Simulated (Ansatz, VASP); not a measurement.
# Ir in VASP and in Ansatz

POSCAR

```
Ir
1.0
    0.0000000000      1.9772910000      1.8621090000
    1.9772910000      0.0000000000      1.8621090000
    1.9772910000      1.9772910000      0.0000000000
Ir
1
Direct
    0.0000000000      0.0000000000      0.0000000000
```

INCAR.step1

```
SYSTEM = Ir
PREC = Accurate ; ENCUT = 520
ISMEAR = 0 ; SIGMA = 0.15
LREAL = .FALSE. ; LASPH = .TRUE.
NELM = 60 ; NBANDS = 10
GGA = PE ; ALGO = Normal
EDIFF = 1E-4 ; LWAVE = .TRUE.
LCHARG = .FALSE.
```

Contents of INCAR.step2:

```
SYSTEM = Ir
PREC = Accurate ; ENCUT = 520
EDIFF = 1E-6 ; ISMEAR = 0
SIGMA = 0.15 ; LREAL = .FALSE.
LASPH = .TRUE. ; NELM = 60
ALGO = Normal ; ISIF = 2
LWAVE = .FALSE. ; LCHARG = .FALSE.
METAGGA = R2SCAN ; LMIXTAU = .TRUE.
NBANDS = 10 ; ISTART = 1
```

Contents of KPOINTS:

```
regular mesh
0
G
  22 22 22
  0 0 0
```

Input for Ansatz:

```yaml
crystal:
  lattice:
    - [0.0, 1.977291, 1.862109]
    - [1.977291, 0.0, 1.862109]
    - [1.977291, 1.977291, 0.0]
  atoms:
    - { symbol: Ir, position: [0.0, 0.0, 0.0] }
basis:
  ecutwfc: 500
kpoints:
  mp_grid: { grid: [22, 22, 22] }
hamiltonian:
  xc: r2scan
scf:
  occupations: { method: gaussian, width: 0.15 }
output:
  forces: true
  stress: true
  eigenvalues: true
```

Change from the starting cell: strain +0.030 along x and y, -0.030 along z, atoms carried along.

Alike in both runs: task single point; functional r2SCAN; k mesh 22 × 22 × 22; occupations gaussian, width 0.15 eV; no spin polarisation.

```csv
,VASP,Ansatz
version,VASP 6.6.1,Ansatz 0.2.0
potentials or method,"VASP PAW PBE potentials, release 64 (Ir), cutoff 520 eV","scalar-relativistic, plane waves, PAW"
valence electrons in the cell,9,17
```

|  | VASP | Ansatz | Ansatz less VASP |
| --- | --- | --- | --- |
| gap on the k mesh at the Fermi level (eV) | none | none | - |
| pressure (GPa) | -5.8 | -8.0 | -2.19 |
| traceless stress, the component that is largest in VASP (GPa) | 13.58 | 13.59 | +0.006 |

VASP's potentials were made for PBE, not for r2SCAN. A gap of «none» marks a metal or a gap that the smearing closes. With one functional, cell and mesh, what is left measures potentials, basis and numerics. VASP's potentials hold 9 valence electrons a cell and Ansatz's 17, so a difference there can come from the potentials and not from the codes.

Neither program's run includes spin-orbit coupling.
